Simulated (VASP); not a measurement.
The system is C4F.

```
CELL_PARAMETERS angstrom
2.33266 1.34676 3.59707
-2.33266 1.34676 3.59707
0.00000 -2.69353 3.59707
ATOMIC_POSITIONS crystal
C 0.50000 0.50000 0.00000
C 0.00000 0.50000 0.50000
C 0.50000 0.00000 0.50000
C 0.50000 0.50000 0.50000
F 0.00000 0.00000 0.00000
```

The cell was generated, and may not be a known phase.

| Property | Result |
| --- | --- |
| Program | VASP 6.6.1 |
| Task | relaxation of cell and atoms |
| Functional | PBE |
| Dispersion | D3(BJ) |
| Potentials or basis | VASP PAW PBE potentials, release 64 (C, F) |
| Cutoff | 600 eV |
| k mesh | 6 × 6 × 6 |
| Occupations | gaussian, width 0.1 eV |
| Spin | no spin polarisation |

At the start: pressure -26.2 GPa; volume 13.56 Å³/atom.

Q: Where does the relaxation end?

A: Over 12 steps the energy falls by 927.4 meV/atom and the volume is 7.37 Å³/atom (-45.6 %); space group R-3m (No. 166, to 0.1 Å) before and after.

The path:
```tsv
step	energy change (eV)	largest force (eV/Å)	pressure (GPa)	volume (Å³)
1	0.0000	0.0000	-26.23	67.80
2	-3.1252	0.0000	-20.16	48.25
3	-4.0415	0.0000	-5.06	39.11
4	-4.0732	0.0000	11.84	35.61
5	-4.1016	0.0000	2.78	37.26
6	-4.5680	0.0000	11.38	34.74
7	-4.5785	0.0000	9.93	35.02
8	-4.6333	0.0000	-1.74	37.52
9	-4.6368	0.0000	-0.42	36.97
10	-4.6368	0.0000	-0.27	36.93
11	-4.6368	0.0000	-0.13	36.89
12	-4.6372	0.0000	0.05	36.85
```

Final structure:
```
C F
1.0
     2.04062    1.17815    2.55472
    -2.04062    1.17815    2.55472
     0.00000   -2.35631    2.55472
C F
4 1
Direct
  0.50000 0.50000 0.00000
  0.00000 0.50000 0.50000
  0.50000 0.00000 0.50000
  0.50000 0.50000 0.50000
  0.00000 0.00000 0.00000
```

Caveat: the volume moved by over 15 % at a fixed basis, so the end points are rough; an odd number of electrons without spin polarisation forces a metal; a magnetic or distorted state may lie lower.
